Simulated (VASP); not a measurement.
Write the native input for VASP 6.6.1 that does the following.

```
Task                   : single point
Functional             : LDA
Potentials or basis    : VASP PAW LDA potentials, release 64 (Al)
Cutoff                 : 520 eV
k mesh                 : 18 × 18 × 10
Occupations            : gaussian, width 0.15 eV
Spin                   : no spin polarisation
Dipole correction      : no
Further INCAR settings : ALGO = Fast; EDIFF = 1e-07; NBANDS = 10
```

The structure of Al lies in POSCAR:

```
Al
1.0
    2.8024648109      0.0000000000      0.0000000000
   -1.4012324054      2.4270057195      0.0000000000
    0.0000000000      0.0000000000      4.6862330202
Al
2
Direct
    0.6666666667      0.3333333333      0.7500000000
    0.3333333333      0.6666666667      0.2500000000
```

These files were run (other wordings do the same):

INCAR

```
ALGO = Fast
EDIFF = 1E-7
ENCUT = 520
ISIF = 2
ISMEAR = 0
LASPH = T
LCHARG = F
LREAL = F
LWAVE = F
NBANDS = 10
NELM = 60
PREC = Accurate
SIGMA = 0.15
```

KPOINTS

```
k-points
0
Gamma
  18 18 10
```

Potentials or basis: VASP PAW LDA potentials, release 64 (Al).

Run with:

```console
$ cat potpaw_LDA.64/Al/POTCAR > POTCAR
$ mpirun -np 1 vasp_std > vasp.out
```

It gave:

```
Pressure               : 0.1 GPa
Band gap on the k mesh : zero (band 3 reaches 12.15 eV, above the bottom of band 4 at 4.94 eV)
```

Run time: 18 s on 1 thread of Intel(R) Xeon(R) 6975P-C (Granite Rapids), on a shared host, peak memory 0.17 GiB.
